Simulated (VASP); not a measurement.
Runs of VASP 6.6.1 on AlFe2. The structure is that of space group P6/mmm (No. 191), or close to it. The cells are those of the table. 

| cell | gap on the mesh (eV) | pressure (GPa) | moment (μB) |
| --- | --- | --- | --- |
| a = 4.242, b = 4.242, c = 2.619 Å, angles 90.0, 90.0, 120.0°, 3 atoms | none | -21.0 | 4.46 |
| a = 4.022, b = 4.022, c = 2.482 Å, angles 90.0, 90.0, 120.0°, 3 atoms | none | -5.7 | (a) |
| a = 4.135, b = 4.135, c = 2.552 Å, angles 90.0, 90.0, 120.0°, 3 atoms | none | -14.3 | 3.99 |
| a = 4.079, b = 4.079, c = 2.518 Å, angles 90.0, 90.0, 120.0°, 3 atoms | none | -12.4 | 3.16 |
| a = 4.189, b = 4.189, c = 2.586 Å, angles 90.0, 90.0, 120.0°, 3 atoms | none | (b) | 4.39 |

Alike in all rows: task single point; level LDA; potentials or basis VASP PAW LDA potentials, release 64 (Al, Fe); spin collinear, ferromagnetic start; k mesh 7 × 7 × 9; cutoff (eV) 520; smearing methfessel-paxton 0.1 eV.

**Question.** Fill in the values left out.

**Answer.** (a) 2.96; (b) -17.3.

Caveats: the cell stands under tension (at least some runs); the stress differs along the axes, from -11 to 4 GPa (at least some runs); the stress differs along the axes, from -16 to -4 GPa (at least some runs).

A gap of «none» marks levels without a gap at the run's occupations.
